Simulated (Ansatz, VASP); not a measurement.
**Sn: VASP beside Ansatz**

```
Sn
1.0
     4.70646    0.00000    0.00000
     0.00000    6.65595    0.00000
     0.00000    0.00000   18.35320
Sn
4
Direct
  0.00000 0.37249 0.43877
  0.50000 0.12751 0.43877
  0.50000 0.87249 0.56123
  0.00000 0.62751 0.56123
```

Alike in both runs: task single point; functional PBE; k mesh 7 × 5 × 1; occupations fermi-dirac, width 0.02 eV; no spin polarisation.

|  | VASP | Ansatz |
| --- | --- | --- |
| version | VASP 6.6.1 | Ansatz 0.2.0 |
| potentials or method | VASP PAW PBE potentials, release 64 (Sn_d), cutoff 400 eV | all-electron LAPW, scalar-relativistic |

|  | VASP | Ansatz | Ansatz less VASP |
| --- | --- | --- | --- |
| rms of the force components (eV/Å) | 0.006 | 0.007 | +0.0006 |

Atom by atom the forces differ by 0.001 eV/Å (rms over components). Ansatz ran all-electron here, and VASP with PAW potentials. Ansatz's warnings: slab cell height set.
